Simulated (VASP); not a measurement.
Input of a VASP 6.6.1 run:

The input INCAR:

```
SYSTEM = Ru
PREC = Accurate
ENCUT = 520
EDIFF = 1E-6
ISMEAR = 0
SIGMA = 0.15
LREAL = .FALSE.
LASPH = .TRUE.
NELM = 80
ALGO = Fast
ISIF = 2
LWAVE = .FALSE.
LCHARG = .FALSE.
GGA = PS
NBANDS = 21
```

KPOINTS

```
Automatic mesh
0
G
  18 18 10
  0 0 0
```

Contents of POSCAR:

```
Ru
1.0
    2.8027000000      0.0000000000      0.0000000000
   -1.4013500000      2.4272093992      0.0000000000
    0.0000000000      0.0000000000      3.9462000000
Ru
2
Direct
    0.3333333333      0.6666666667      0.2500000000
    0.6666666667      0.3333333333      0.7500000000
```

Potentials or basis: VASP PAW PBE potentials, release 64 (Ru_pv).

Command:

```bash
$ cat potpaw_PBE.64/Ru_pv/POTCAR > POTCAR
$ mpirun -np 1 vasp_std > vasp.out
```

(1) Estimate the pressure.

(2) Estimate the band gap on the k mesh.

Answers

(1) 3.8 GPa.

(2) zero (band 14 reaches 14.33 eV, above the bottom of band 15 at 11.47 eV).

Caveat: the PAW data sets were made with another functional, which shifts forces and pressure a little.
